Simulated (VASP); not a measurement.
# Pd (Fm-3m) in VASP: a series of runs

The runs below take Pd through electric field gradients, with PBE.

Everything below comes from runs of VASP 6.6.1. Logs are shortened: lines on timing, memory, paths and dates and some standing lists are left out, and cuts for length are marked.

### 1 The cell of the first run

Symmetry: Fm-3m, No. 225, cubic system. The conventional cell has a = 3.890 Å, b = 3.890 Å, c = 3.890 Å, α = 90.00°, β = 90.00°, γ = 90.00°. Pd (site symmetry m-3m) has 12 Pd at 2.75 Å within 3.6 Å.

### 2 Electric field gradients, PBE, non-collinear spin, zero start, spin-orbit coupling

Contents of INCAR:

```
ALGO = Normal
EDIFF = 1E-8
ENCUT = 520
GGA = PE
GGA_COMPAT = F
ISIF = 2
ISMEAR = -1
LASPH = T
LCHARG = F
LEFG = T
LMAXMIX = 4
LORBIT = 11
LORBMOM = T
LREAL = F
LSORBIT = T
LWAVE = F
MAGMOM = 0 0 0
NBANDS = 21
NELM = 150
PREC = Accurate
SIGMA = 0.05
```

Contents of KPOINTS:

```
k-points
0
Gamma
  18 18 18
```

Contents of POSCAR:

```
Pd
1.0
    0.0000000000      1.9449000000      1.9449000000
    1.9449000000      0.0000000000      1.9449000000
    1.9449000000      1.9449000000      0.0000000000
Pd
1
Direct
    0.0000000000      0.0000000000      0.0000000000
```

Potentials or basis: VASP PAW PBE potentials, release 64 (Pd).

Launch:

```console
> cat potpaw_PBE.64/Pd/POTCAR > POTCAR
> mpirun -np 1 vasp_ncl > vasp.out
```

OUTCAR:

```text
EDIFF = 1E-8
   ENCUT = 520
   GGA = PE
   ISIF = 2
   ISMEAR = -1
   LASPH = T
   LORBIT = 11
   LREAL = F
   LSORBIT = T
   NELM = 150
   PREC = Accurate

 ion  position               nearest neighbor table
   1  0.000  0.000  0.000-

  LATTYP: Found a face centered cubic cell.
 ALAT       =     3.8898000000

  Lattice vectors:

 A1 = (   0.0000000000,   1.9449000000,   1.9449000000)
 A2 = (   1.9449000000,   0.0000000000,   1.9449000000)
 A3 = (   1.9449000000,   1.9449000000,   0.0000000000)

Analysis of symmetry for initial positions (statically):
=====================================================================
 Subroutine PRICEL returns:
 Original cell was already a primitive cell.

 Routine SETGRP: Setting up the symmetry group for a
 face centered cubic supercell.

 Subroutine GETGRP returns: Found 48 space group operations
 (whereof 48 operations were pure point group operations)
 out of a pool of 48 trial point group operations.

The static configuration has the point symmetry O_h .

Analysis of symmetry for dynamics (positions and initial velocities):
=====================================================================
 Subroutine PRICEL returns:
 Original cell was already a primitive cell.

 Routine SETGRP: Setting up the symmetry group for a
 face centered cubic supercell.

 Subroutine GETGRP returns: Found 48 space group operations
 (whereof 48 operations were pure point group operations)
 out of a pool of 48 trial point group operations.

The dynamic configuration has the point symmetry O_h .

Analysis of structural, dynamic, and magnetic symmetry:
=====================================================================
 Subroutine PRICEL returns:
 Original cell was already a primitive cell.

 Routine SETGRP: Setting up the symmetry group for a
 face centered cubic supercell.

 Subroutine GETGRP returns: Found 48 space group operations
 (whereof 48 operations were pure point group operations)
 out of a pool of 48 trial point group operations.

The overall configuration has the point symmetry O_h .

 Subroutine INISYM returns: Found 48 space group operations
 (whereof 48 operations are pure point group operations),
 and found     1 'primitive' translations

----------------------------------------------------------------------------------------

                                     Primitive cell

  volume of cell :      14.7137

  direct lattice vectors                    reciprocal lattice vectors
     0.000000000  1.944900000  1.944900000    -0.257082626  0.257082626  0.257082626
     1.944900000  0.000000000  1.944900000     0.257082626 -0.257082626  0.257082626
     1.944900000  1.944900000  0.000000000     0.257082626  0.257082626 -0.257082626

  length of vectors
     2.750503957  2.750503957  2.750503957     0.445280171  0.445280171  0.445280171

  position of ions in fractional coordinates (direct lattice)
     0.000000000  0.000000000  0.000000000

  ion indices of the primitive-cell ions
   primitive index   ion index
                 1           1

----------------------------------------------------------------------------------------

 KPOINTS: k-points

Automatic generation of k-mesh.
 Grid dimensions read from file:
 generate k-points for:   18   18   18

 Generating k-lattice:

  Cartesian coordinates                     Fractional coordinates (reciprocal lattice)
    -0.014282368  0.014282368  0.014282368     0.055555556  0.000000000  0.000000000
     0.014282368 -0.014282368  0.014282368     0.000000000  0.055555556  0.000000000
     0.014282368  0.014282368 -0.014282368     0.000000000  0.000000000  0.055555556

  Length of vectors
     0.024737787  0.024737787  0.024737787
[... 79 lines left out ...]
   GGA     = PE    functional components
   LHFCALC =     F    Hartree Fock is set to
   AEXX    =    0.0000 exact exchange contribution
   IVDW    =     0    specifies the selected vdW correction
   LEPSILON=     F    determine dielectric tensor
   LRPA    =     F    only Hartree local field effects (RPA)
  energy-cutoff  :      520.00
  volume of cell :       14.71
 maximum number of plane-waves:       822
   NGX = 11   NGY = 11   NGZ = 11

 number of electron      10.0000000 magnetization       0.0000000      0.0000000      0.0000000

 number of electron      10.0000000 magnetization      -0.0000000     -0.0000000      0.0000000

 number of electron      10.0000000 magnetization       0.0000000      0.0000000     -0.0000000

 Free energy of the ion-electron system (eV)
  ---------------------------------------------------
  ext. energy  EPLUGINS =         0.00000000
  ---------------------------------------------------
  free energy    TOTEN  =        -5.25945201 eV

  energy without entropy =       -5.24197220  energy(sigma->0) =       -5.25071210

 E-fermi :   9.8374     XC(G=0): -13.2016

 val. band max:        9.8357355542   @ k =  -0.4444   0.3889   0.1111
 cond. band min:       9.8479238159   @ k =   0.5000   0.1667   0.0000
 fundamental gap:      0.0121882617
 Fermi energy:         9.8374276492

 k-point     1 :       0.0000    0.0000    0.0000
  band No.  band energies     occupation
      1       2.6661      1.00000
      2       2.6661      1.00000
      3       6.8464      1.00000
      4       6.8464      1.00000
      5       6.8464      1.00000
      6       6.8464      1.00000
[... 565 lines left out ...]
     20      34.4210      0.00000
     21      34.8373      0.00000

 [... further k-points ...]
[... 5 lines left out ...]
  --------------------------------------------------------------------------------------
  -------------------------------------------------------------------------------------
  Total        0.6783842      0.6783842      0.6783842      0.0000000      0.0000000      0.0000000
  in kB       73.8693839     73.8693839     73.8693839      0.0000000      0.0000000      0.0000000
  external PRESSURE =      73.8693839 kB  Pullay stress =       0.0000000 kB

 VOLUME and BASIS-vectors are now :
 -----------------------------------------------------------------------------
  energy-cutoff  :      520.00
  volume of cell :       14.71
      direct lattice vectors                 reciprocal lattice vectors
     0.000000000  1.944900000  1.944900000    -0.257082626  0.257082626  0.257082626
     1.944900000  0.000000000  1.944900000     0.257082626 -0.257082626  0.257082626
     1.944900000  1.944900000  0.000000000     0.257082626  0.257082626 -0.257082626

 POSITION                                       TOTAL-FORCE (eV/Angst)
 -----------------------------------------------------------------------------------
      0.00000      0.00000      0.00000         0.000000      0.000000      0.000000
 -----------------------------------------------------------------------------------
    total drift:                               -0.000000     -0.000000     -0.000000

  FREE ENERGIE OF THE ION-ELECTRON SYSTEM (eV)
  ---------------------------------------------------
  free  energy   TOTEN  =        -5.2594520128 eV

  energy  without entropy=       -5.2419721959  energy(sigma->0) =       -5.25071210

 Electric field gradients (V/A^2)
---------------------------------------------------------------------
 ion       V_xx      V_yy      V_zz      V_xy      V_xz      V_yz
---------------------------------------------------------------------
   1      -0.000    -0.000    -0.000    -0.000    -0.000    -0.000
---------------------------------------------------------------------

 Electric field gradients after diagonalization (V/A^2)
 (convention: |V_zz| > |V_xx| > |V_yy|)
----------------------------------------------------------------------
 ion       V_xx      V_yy      V_zz     asymmetry (V_yy - V_xx)/ V_zz
----------------------------------------------------------------------
   1       0.000     0.000    -0.000       0.000
----------------------------------------------------------------------

           NMR quadrupolar parameters

 Cq : quadrupolar parameter    Cq=e*Q*V_zz/h
 eta: asymmetry parameters     (V_yy - V_xx)/ V_zz
 Q  : nuclear electric quadrupole moment in mb (millibarn)
----------------------------------------------------------------------
 ion       Cq(MHz)       eta       Q (mb)
----------------------------------------------------------------------
   1      -0.000       0.000       1.000
----------------------------------------------------------------------

 orbital moment (x)

 # of ion     p       d       tot
 ----------------------------------------
  1         0.000   0.000   0.000
 ----------------------------------------
            0.000   0.000   0.000

 orbital moment (y)

 # of ion     p       d       tot
 ----------------------------------------
  1         0.000  -0.000  -0.000
 ----------------------------------------
            0.000  -0.000  -0.000

 orbital moment (z)

 # of ion     p       d       tot
 ----------------------------------------
  1         0.000   0.000   0.000
 ----------------------------------------
            0.000   0.000   0.000

 Spin-Orbit-Coupling matrix elements

 Ion:    1  E_soc:     -0.0851509
 l=   1
     0.0000000    -0.0025255    -0.0025255
    -0.0025255     0.0000000    -0.0025255
    -0.0025255    -0.0025255     0.0000000
 l=   2
     0.0000000    -0.0023291     0.0000000    -0.0023291    -0.0093373
    -0.0023291     0.0000000    -0.0070029    -0.0023291    -0.0023343
     0.0000000    -0.0070029     0.0000000    -0.0070029     0.0000000
    -0.0023291    -0.0023291    -0.0070029     0.0000000    -0.0023343
    -0.0093373    -0.0023343     0.0000000    -0.0023343     0.0000000
 l=   3
     0.0000000     0.0000000     0.0000000     0.0000000     0.0000000     0.0000000     0.0000000
     0.0000000     0.0000000     0.0000000     0.0000000     0.0000000     0.0000000     0.0000000
     0.0000000     0.0000000     0.0000000     0.0000000     0.0000000     0.0000000     0.0000000
     0.0000000     0.0000000     0.0000000     0.0000000     0.0000000     0.0000000     0.0000000
     0.0000000     0.0000000     0.0000000     0.0000000     0.0000000     0.0000000     0.0000000
     0.0000000     0.0000000     0.0000000     0.0000000     0.0000000     0.0000000     0.0000000
     0.0000000     0.0000000     0.0000000     0.0000000     0.0000000     0.0000000     0.0000000

 total charge

# of ion       s       p       d       tot
------------------------------------------
    1        0.493   0.481   8.473   9.447

 magnetization (x)

# of ion       s       p       d       tot
------------------------------------------
    1        0.000   0.000  -0.000  -0.000

 magnetization (y)

# of ion       s       p       d       tot
------------------------------------------
    1        0.000   0.000  -0.000  -0.000

 magnetization (z)

# of ion       s       p       d       tot
------------------------------------------
    1        0.000   0.000   0.000   0.000
```

Run time: 4.2 min. Hardware: 1 thread of AMD EPYC 7R43 (Zen 3), shared host; peak memory 0.18 GiB.

What came out:

```yaml
Free_energy: -5.2595 eV
Pressure: 7.4 GPa
Net_moment: 0.00 μB per cell
Valence_electrons_inside_the_program's_atomic_spheres: Pd 9.45
```

Moments on the atoms (μB; x, y, z):
```
Pd  0.00 0.00 0.00
```

Caveat: without QUAD_EFG the Cq values of the log hold for a quadrupole moment of 1 mb, not for the nuclei.

(Continued in part 2 of 2.)
